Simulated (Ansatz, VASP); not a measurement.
**Two plane-wave programs on LiF**

Contents of INCAR:

```
PREC = Accurate
ENCUT = 520
EDIFF = 1E-6
ISMEAR = 0
SIGMA = 0.02
LREAL = F
LASPH = T
NELM = 80
ALGO = Normal
ISIF = 2
LWAVE = F
LCHARG = T
GGA = PE
LELF = T
LVHAR = T
NBANDS = 12
```

The input KPOINTS:

```
Automatic mesh
0
Gamma
  10 10 10
```

The input POSCAR:

```
LiF
1.0
    0.0000000000      1.9493607125      1.9493607125
    1.9493607125      0.0000000000      1.9493607125
    1.9493607125      1.9493607125      0.0000000000
Li F
1 1
Direct
    0.5000000000      0.5000000000      0.5000000000
    0.0000000000      0.0000000000      0.0000000000
```

Input for Ansatz:

```yaml
crystal:
  lattice:
    - [0.0, 1.9493607125, 1.9493607125]
    - [1.9493607125, 0.0, 1.9493607125]
    - [1.9493607125, 1.9493607125, 0.0]
  atoms:
    - { symbol: Li, position: [0.5, 0.5, 0.5] }
    - { symbol: F, position: [0.0, 0.0, 0.0] }
basis:
  ecutwfc: 420
kpoints:
  mp_grid: { grid: [10, 10, 10] }
hamiltonian:
  xc: pbe
scf:
  occupations: { method: gaussian, width: 0.02 }
output:
  forces: true
  stress: true
  eigenvalues: true
  write_density: true
  write_potential: true
  elf: true
  volumetric_format: npy
```

Alike in both runs: task single point; functional PBE; k mesh 10 × 10 × 10; occupations gaussian, width 0.02 eV; no spin polarisation.

|  | VASP | Ansatz |
| --- | --- | --- |
| version | VASP 6.6.1 | Ansatz 0.2.0 |
| potentials or method | VASP PAW PBE potentials, release 64 (Li_sv, F), cutoff 520 eV | scalar-relativistic, plane waves, PAW |
| valence electrons in the cell | 10 | 10 |

|  | VASP | Ansatz | Ansatz less VASP |
| --- | --- | --- | --- |
| gap on the k mesh at the Fermi level (eV) | 10.01 | 10.01 | -0.001 |
| least direct gap on the mesh (eV) | 10.01 | 10.01 | -0.001 |

Noted on VASP's run: the cutoff is short for stress, so the pressure is rough.
